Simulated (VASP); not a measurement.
A run of VASP 6.6.1:

INCAR

```
SYSTEM = ZrB
  ALGO = Normal
  EDIFF = 1E-6
  ENCUT = 520
  GGA = PS
  ISIF = 2
  ISMEAR = 0
  LASPH = .True.
  LCHARG = .False.
  LREAL = .False.
  LWAVE = .False.
  NBANDS = 14
  NELM = 80
  PREC = Accurate
  SIGMA = 0.15
```

Contents of KPOINTS:

```
k-points
0
Gamma
  18 18 18
  0 0 0
```

POSCAR

```
ZrB
1.0
    0.0000000000      2.3250000000      2.3250000000
    2.3250000000      0.0000000000      2.3250000000
    2.3250000000      2.3250000000      0.0000000000
Zr B
1 1
Direct
    0.0000000000      0.0000000000      0.0000000000
    0.5000000000      0.5000000000      0.5000000000
```

Potentials or basis: VASP PAW PBE potentials, release 64 (Zr_sv, B).

Run with:

```bash
$ cat potpaw_PBE.64/Zr_sv/POTCAR potpaw_PBE.64/B/POTCAR > POTCAR
$ mpirun -np 1 vasp_std > vasp.out
```

Hardware: 1 thread of Intel(R) Xeon(R) 6975P-C (Granite Rapids), with other jobs on the host.

Question: Estimate the wall time of this run.

Answer: Run time: 16 s on 1 thread of Intel(R) Xeon(R) 6975P-C (Granite Rapids), on a shared host, peak memory 0.19 GiB. Counts: scf iterations 12, k points 195.
